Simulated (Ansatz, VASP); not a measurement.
# Sb in VASP and in Ansatz

The input INCAR:

```
ALGO = Normal
EDIFF = 1E-6
ENCUT = 520
GGA = PS
ISIF = 2
ISMEAR = 0
LASPH = True
LCHARG = True
LELF = True
LREAL = False
LVHAR = True
LWAVE = False
NBANDS = 12
NELM = 80
PREC = Accurate
SIGMA = 0.15
```

KPOINTS

```
k-points
0
Gamma
  12 12 12
```

Contents of POSCAR:

```
Sb
1.0
    2.2151183419      1.2788991710      3.8563200000
   -2.2151183419      1.2788991710      3.8563200000
    0.0000000000     -2.5577983420      3.8563200000
Sb
2
Direct
    0.2336400000      0.2336400000      0.2336400000
    0.7663600000      0.7663600000      0.7663600000
```

Input for Ansatz:

```yaml
crystal:
  lattice:
    - [2.2151183419, 1.278899171, 3.85632]
    - [-2.2151183419, 1.278899171, 3.85632]
    - [0.0, -2.557798342, 3.85632]
  atoms:
    - { symbol: Sb, position: [0.23364, 0.23364, 0.23364] }
    - { symbol: Sb, position: [0.76636, 0.76636, 0.76636] }
basis:
  ecutwfc: 420
kpoints:
  mp_grid: { grid: [12, 12, 12] }
hamiltonian:
  xc: pbesol
scf:
  occupations: { method: gaussian, width: 0.15 }
output:
  forces: true
  stress: true
  eigenvalues: true
```

Change from the starting cell: strain +0.030 along x and y, +0.030 along z, atoms carried along.

Alike in both runs: task single point; functional PBEsol; k mesh 12 × 12 × 12; occupations gaussian, width 0.15 eV; no spin polarisation.

|  | VASP | Ansatz |
| --- | --- | --- |
| version | VASP 6.6.1 | Ansatz 0.2.0 |
| potentials or method | VASP PAW PBE potentials, release 64 (Sb), cutoff 520 eV | scalar-relativistic, plane waves, PAW |
| valence electrons in the cell | 10 | 30 |

```tsv
	VASP	Ansatz	Ansatz less VASP
gap on the k mesh at the Fermi level (eV)	none	none	-
pressure (GPa)	-3.8	-3.9	-0.10
traceless stress, the component that is largest in VASP (GPa)	0.26	0.29	+0.031
rms of the force components (eV/Å)	0.121	0.143	+0.0220
```

VASP's potentials were made for PBE, not for PBEsol. Atom by atom the forces differ by 0.022 eV/Å (rms over components). A gap of «none» marks a metal or a gap that the smearing closes. With one functional, cell and mesh, what is left measures potentials, basis and numerics. VASP's potentials hold 10 valence electrons a cell and Ansatz's 30, so a difference there can come from the potentials and not from the codes.

Neither program's run includes spin-orbit coupling.
